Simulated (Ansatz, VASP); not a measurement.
**Two plane-wave programs on W**

Contents of INCAR:

```
SYSTEM = W
  ALGO = Fast
  EDIFF = 1E-7
  ENCUT = 520
  GGA = PS
  ISIF = 2
  ISMEAR = 0
  LASPH = .TRUE.
  LCHARG = .FALSE.
  LREAL = .FALSE.
  LWAVE = .FALSE.
  NBANDS = 13
  NELM = 100
  PREC = Accurate
  SIGMA = 0.15
```

The input KPOINTS:

```
k-points
0
G
  20 20 20
  0 0 0
```

The input POSCAR:

```
W
1.0
   -1.6771650000      1.5973000000      1.6771650000
    1.5174350000     -1.5973000000      1.5174350000
    1.6771650000      1.5973000000     -1.6771650000
W
1
Direct
    0.0000000000      0.0000000000      0.0000000000
```

Input for Ansatz:

```yaml
crystal:
  lattice:
    - [-1.677165, 1.5973, 1.677165]
    - [1.517435, -1.5973, 1.517435]
    - [1.677165, 1.5973, -1.677165]
  atoms:
    - { symbol: W, position: [0.0, 0.0, 0.0] }
basis:
  ecutwfc: 420
kpoints:
  mp_grid: { grid: [20, 20, 20] }
hamiltonian:
  xc: pbesol
scf:
  occupations: { method: gaussian, width: 0.15 }
output:
  forces: true
  stress: true
  eigenvalues: true
```

Change from the starting cell: strain -0.1000 x Voigt [0, 0, 0, 0, 1, 0], atoms carried along.

Alike in both runs: task single point; functional PBEsol; k mesh 20 × 20 × 20; occupations gaussian, width 0.15 eV; no spin polarisation.

|  | VASP | Ansatz |
| --- | --- | --- |
| version | VASP 6.6.1 | Ansatz 0.2.0 |
| potentials or method | VASP PAW PBE potentials, release 64 (W_sv), cutoff 520 eV | scalar-relativistic, plane waves, PAW |
| valence electrons in the cell | 14 | 14 |

```tsv
	VASP	Ansatz	Ansatz less VASP
gap on the k mesh at the Fermi level (eV)	none	none	-
pressure (GPa)	-8.4	-9.0	-0.55
traceless stress, the component that is largest in VASP (GPa)	13.97	13.76	-0.216
```

VASP's potentials were made for PBE, not for PBEsol. A gap of «none» marks a metal or a gap that the smearing closes.

Neither program's run includes spin-orbit coupling.
